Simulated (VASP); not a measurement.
**Sn: single point with PBEsol**

Sn:

```xyz
2
Lattice="3.2824 -1.8952 0.0000 3.2824 1.8952 0.0000 -2.1279 0.0000 5.4048" Properties=species:S:1:pos:R:3 pbc="T T T"
Sn    5.4707    0.0000    0.0005
Sn   -1.0337    0.0000    5.4043
```

This cell differs from its parent crystal: C replaced by Sn, lengths x 1.497, strained.

```yaml
Program: VASP 6.6.1
Task: single point
Functional: PBEsol
Potentials_or_basis: VASP PAW PBE potentials, release 64 (Sn_d)
Cutoff: 500 eV
k_mesh: 14 × 14 × 8
Occupations: gaussian, width 0.1 eV
Spin: no spin polarisation
```

* Pressure: 60.2 GPa
* Largest force: 0.018 eV/Å
* Band gap on the k mesh: zero (bands 14 and 15 overlap by 0.05 eV)

Forces in eV/Å, atoms in the order of the input:
```
Sn   0.001  0.000  0.018
Sn  -0.001  0.000 -0.018
```

Stress tensor (GPa, compression positive):
```
90.58  0.00  0.00
 0.00 90.60  0.00
 0.00  0.00 -0.46
```

Levels at points of the mesh, in eV from the Fermi level:
```tsv
k point	band 10	band 11	band 12	band 13	band 14	band 15	band 16	band 17	band 18	band 19
(0.00, 0.00, 0.00)	-21.74	-13.39	-4.32	0.01	0.02	1.47	4.07	4.57	4.57	6.33
(0.50, 0.00, 0.00)	-21.46	-10.28	-8.83	-3.17	-1.50	0.74	2.10	5.10	5.32	6.81
(0.50, 0.50, 0.00)	-21.46	-10.26	-8.82	-3.19	-1.78	0.40	1.99	6.18	6.56	7.84
(0.00, 0.00, 0.50)	-21.74	-13.35	-4.91	0.00	0.00	4.01	4.54	4.54	4.84	6.20
(0.50, 0.00, 0.50)	-21.46	-10.26	-8.82	-3.19	-1.80	0.38	1.99	6.25	6.69	7.92
(0.50, 0.50, 0.50)	-21.46	-10.28	-8.83	-3.17	-1.52	0.70	2.10	5.18	5.40	6.83
```

Wall time 4.4 min on 1 thread of Oxide Virtual Turin-like Processor (shared host), peak memory 0.49 GiB.

Caveat: the cell differs from its parent crystal (C replaced by Sn, lengths x 1.497, strained); the stress differs along the axes, from -0 to 91 GPa; the PAW data sets were made with another functional, which shifts forces and pressure a little; spin-orbit coupling is left out, which moves the levels of the heavy elements.
